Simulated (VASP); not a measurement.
Set up this calculation in VASP 6.6.1, as the native input.

```
Task                   : single point
Functional             : PBE
Potentials or basis    : VASP PAW PBE potentials, release 64 (Ga_d, As)
Cutoff                 : 520 eV
k mesh                 : 8 × 8 × 8
Occupations            : gaussian, width 0.05 eV
Spin                   : no spin polarisation
Dipole correction      : no
Further INCAR settings : ALGO = Normal; EDIFF = 1e-06; NBANDS = 16
```

The structure of GaAs lies in POSCAR:

```
GaAs
1.0
    0.0000000000      3.2633599460      2.1211839649
    3.2633599460      0.0000000000      2.1211839649
    3.2633599460      3.2633599460      0.0000000000
Ga As
1 1
Direct
    0.0000000000      0.0000000000      0.0000000000
    0.7500000000      0.7500000000      0.7500000000
```

This cell differs from its parent crystal: ratio of the length along z to the lengths across it x 0.65, volume and fractional coordinates fixed.

These files were run (other wordings do the same):

INCAR

```
ALGO = Normal ; EDIFF = 1E-6
ENCUT = 520 ; GGA = PE
ISIF = 2 ; ISMEAR = 0
LASPH = True ; LCHARG = False
LREAL = False ; LWAVE = False
NBANDS = 16 ; NELM = 80
PREC = Accurate ; SIGMA = 0.05
```

KPOINTS

```
k-points
0
Gamma
  8 8 8
```

Potentials or basis: VASP PAW PBE potentials, release 64 (Ga_d, As).

Command:

```bash
$ cat potpaw_PBE.64/Ga_d/POTCAR potpaw_PBE.64/As/POTCAR > POTCAR
$ mpirun -np 1 vasp_std > vasp.out
```

It gave:

```yaml
Pressure: -0.5 GPa
Band_gap_on_the_k_mesh: zero (band 9 reaches 4.58 eV, above the bottom of band 10 at 3.04 eV)
```

Run time: 36 s on 1 thread of Intel(R) Xeon(R) 6975P-C (Granite Rapids), with other jobs on the host, peak memory 0.2 GiB.
